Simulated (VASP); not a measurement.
A run of VASP 6.6.1 is set up as follows.

File POSCAR:

```
BN
1.0
    0.0000000000      1.8130010000      1.8130010000
    1.8130010000      0.0000000000      1.8130010000
    1.8130010000      1.8130010000      0.0000000000
B N
1 1
Direct
    0.0000000000      0.0000000000      0.0000000000
    0.7141743687      0.7619418771      0.7619418771
```

INCAR.step1

```
  ALGO = Normal
  EDIFF = 1E-5
  ENCUT = 1460
  GGA = PE
  GGA_COMPAT = F
  ISMEAR = 0
  LASPH = T
  LCHARG = F
  LREAL = F
  LWAVE = T
  NBANDS = 11
  NELM = 120
  PREC = Accurate
  SIGMA = 0.05
```

Contents of INCAR.step2:

```
  ALGO = Normal
  EDIFF = 1E-6
  ENCUT = 1460
  GGA_COMPAT = F
  ISIF = 2
  ISMEAR = 0
  ISTART = 1
  LASPH = T
  LCHARG = T
  LELF = T
  LMIXTAU = T
  LREAL = F
  LVHAR = T
  LWAVE = F
  METAGGA = R2SCAN
  NBANDS = 11
  NELM = 120
  PREC = Accurate
  SIGMA = 0.05
```

File KPOINTS:

```
k-points
0
Gamma
  12 12 12
```

Potentials or basis: VASP PAW PBE potentials, release 64 (B_h, N_h).

Run with:

```sh
$ cat potpaw_PBE.64/B_h/POTCAR potpaw_PBE.64/N_h/POTCAR > POTCAR
$ cp INCAR.step1 INCAR
$ mpirun -np 1 vasp_std > vasp.out
$ cp INCAR.step2 INCAR
$ mpirun -np 1 vasp_std > vasp.out
```

(1) Predict the largest force.

(2) What does it give for the pressure?

(3) What does it give for the band gap on the k mesh?

## Answers

(1) 2.088 eV/Å.

(2) -3.8 GPa.

(3) 4.54 eV (least direct gap 8.80 eV).

Caveat: the cell differs from its parent crystal (all N atoms moved +0.075 Å, as atom 2 towards its neighbour atom 1 (B) at 1.570 Å); the cell stands under tension; the PAW data sets were made with another functional, which shifts forces and pressure a little.
